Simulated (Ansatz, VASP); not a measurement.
## One calculation of SiC, two programs

```
Si C
1.0
     0.00000    2.11927    2.11927
     2.11927    0.00000    2.11927
     2.11927    2.11927    0.00000
Si C
1 1
Direct
  0.00000 0.00000 0.00000
  0.25000 0.25000 0.25000
```

Alike in both runs: task single point; functional PBEsol; k mesh 8 × 8 × 8; no spin polarisation.

|  | VASP | Ansatz |
| --- | --- | --- |
| version | VASP 6.6.1 | Ansatz 0.2.0 |
| potentials or method | VASP PAW PBE potentials, release 64 (Si, C), cutoff 600 eV | plane waves, PAW |
| occupations | gaussian, width 0.01 eV | fixed |
| valence electrons in the cell | 8 | 8 |

```tsv
	VASP	Ansatz	Ansatz less VASP
pressure (GPa)	21.8	21.5	-0.27
```

VASP's potentials were made for PBE, not for PBEsol.
